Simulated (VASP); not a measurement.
**Nb: single point with PBEsol**

The system is Nb.

```xyz
16
Lattice="6.8130 0.0000 0.0000 0.0000 6.8130 0.0000 0.0000 0.0000 6.8130" Properties=species:S:1:pos:R:3 pbc="T T T"
Nb    0.4076    0.7495   -0.3209
Nb    3.4027    0.6400    0.0501
Nb   -0.2078    3.8303   -0.2970
Nb   -0.0724    0.3699    3.5980
Nb    1.4058    2.0330    1.8600
Nb    3.3201    3.6025    0.2135
Nb    3.2618    0.3013    3.2047
Nb    5.0606    2.1623    1.5774
Nb   -0.1107    4.1037    3.5225
Nb    1.4860    5.0543    1.5031
Nb    1.7231    2.1385    5.0814
Nb    3.0498    3.8835    3.4843
Nb    4.8872    5.2153    1.8978
Nb    4.9674    2.2145    5.0668
Nb    1.4545    5.4739    4.8603
Nb    4.6462    5.9290    4.9413
```

- Program: VASP 6.6.1
- Task: single point
- Functional: PBEsol
- Potentials or basis: VASP PAW PBE potentials, release 64 (Nb_sv)
- Cutoff: 520 eV
- k mesh: 2 × 2 × 2
- Occupations: fermi-dirac, width 0.17 eV
- Spin: no spin polarisation

```
Pressure               : -8.9 GPa
Largest force          : 3.511 eV/Å
Band gap on the k mesh : zero (bands 104 and 105 overlap by 0.75 eV)
```

Forces on the atoms (eV/Å):
```
Nb  -2.716 -1.539  1.606
Nb  -0.588 -1.491  0.121
Nb  -0.125 -0.209  1.332
Nb  -0.835  0.778 -1.745
Nb   1.046  0.230 -0.418
Nb  -0.350  1.153 -1.333
Nb  -0.351  0.835  0.075
Nb   0.547 -0.319  1.015
Nb  -1.399 -2.143 -1.086
Nb   0.058  1.972  0.553
Nb   0.224  1.015 -1.092
Nb   1.257 -1.240 -0.787
Nb   0.062  1.441 -1.194
Nb   0.100  0.009  0.053
Nb   1.666  1.120  2.085
Nb   1.405 -1.611  0.814
```

Stress tensor (GPa, compression positive):
```
-9.54  0.38 -0.25
 0.38 -8.27 -0.31
-0.25 -0.31 -8.85
```

Levels at points of the mesh, in eV from the Fermi level:
| k point | band 100 | band 101 | band 102 | band 103 | band 104 | band 105 | band 106 | band 107 | band 108 | band 109 |
| --- | --- | --- | --- | --- | --- | --- | --- | --- | --- | --- |
| (0.00, 0.00, 0.00) | -0.08 | 0.00 | 0.07 | 0.20 | 0.31 | 0.52 | 0.57 | 0.72 | 0.84 | 0.88 |
| (0.50, 0.00, 0.00) | -0.33 | -0.25 | -0.09 | -0.05 | 0.09 | 0.16 | 0.26 | 0.30 | 0.46 | 0.60 |
| (0.00, 0.50, 0.00) | -0.38 | -0.25 | -0.10 | 0.01 | 0.19 | 0.21 | 0.30 | 0.40 | 0.54 | 0.57 |
| (0.00, 0.00, 0.50) | -0.37 | -0.23 | -0.15 | 0.05 | 0.19 | 0.31 | 0.37 | 0.42 | 0.48 | 0.59 |
| (0.50, 0.50, 0.00) | -0.55 | -0.43 | -0.40 | -0.35 | -0.17 | -0.08 | 0.02 | 0.13 | 0.28 | 0.39 |
| (0.00, 0.50, 0.50) | -0.55 | -0.50 | -0.45 | -0.25 | -0.13 | -0.03 | 0.01 | 0.11 | 0.25 | 0.40 |
| (0.50, 0.00, 0.50) | -0.53 | -0.34 | -0.32 | -0.26 | -0.13 | -0.10 | 0.06 | 0.20 | 0.24 | 0.48 |
| (0.50, 0.50, 0.50) | -0.89 | -0.78 | -0.78 | -0.67 | -0.61 | -0.44 | -0.37 | -0.25 | -0.16 | -0.12 |

Wall time 35 min on 1 thread of AMD EPYC 7571, with other jobs on the host, peak memory 0.45 GiB.

Caveat: the k points lie up to 0.46 Å⁻¹ apart, too coarse for converged energies and pressures of a metal; the PAW data sets were made with another functional, which shifts forces and pressure a little.
